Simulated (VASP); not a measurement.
KI:

```
K I
1.0
     0.00000    3.53277    3.53277
     3.53277    0.00000    3.53277
     3.53277    3.53277    0.00000
K I
1 1
Direct
  0.00000 0.00000 0.00000
  0.50000 0.50000 0.50000
```

Base run:

* Program: VASP 6.6.1
* Functional: PBEsol
* Potentials or basis: VASP PAW PBE potentials, release 64 (K_sv, I)
* Cutoff: 520 eV
* k mesh: 4 × 4 × 4
* Occupations: gaussian, width 0.01 eV
* Spin: no spin polarisation

Its results: band gap on the k mesh 3.81 eV, direct; pressure -0.2 GPa.

Question: The run is repeated on the same cell with these changes: functional from PBEsol to RPBE. What comes out?

Answer: Band gap on the k mesh 4.28 eV, direct; pressure 1.8 GPa.

RPBE binds less tightly than PBEsol, so the same cell stands under more pressure.

Caveats: the PAW data sets were made with another functional, which shifts forces and pressure a little; spin-orbit coupling is left out, which moves the levels of the heavy elements.

